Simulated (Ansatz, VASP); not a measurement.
## Two plane-wave programs on As

```xyz
2
Lattice="1.8901 1.0912 3.3764 -1.8901 1.0912 3.3764 0.0000 -2.1825 3.3764" Properties=species:S:1:pos:R:3 pbc="T T T"
As    0.0000    0.0000    7.7959
As    0.0000    0.0000    2.3332
```

Alike in both runs: functional PBE; dispersion D3(BJ); k mesh 15 × 15 × 15; occupations fermi-dirac, width 0.15 eV; no spin polarisation.

Ansatz relaxed the structure, and its values are those at the end. VASP's run is a single point on that final structure, the one shown.

```csv
,VASP,Ansatz
version,VASP 6.6.1,Ansatz 0.2.0
potentials or method,"VASP PAW PBE potentials, release 64 (As), cutoff 520 eV","scalar-relativistic, plane waves, PAW"
valence electrons in the cell,10,30
```

|  | VASP | Ansatz | Ansatz less VASP |
| --- | --- | --- | --- |
| gap on the k mesh at the Fermi level (eV) | none | none | - |
| pressure (GPa) | 0.3 | 0.0 | -0.30 |
| rms of the force components (eV/Å) | 0.028 | 0.000 | -0.0271 |

A gap of «none» marks a metal or a gap that the smearing closes. VASP's potentials hold 10 valence electrons a cell and Ansatz's 30, so a difference there can come from the potentials and not from the codes.
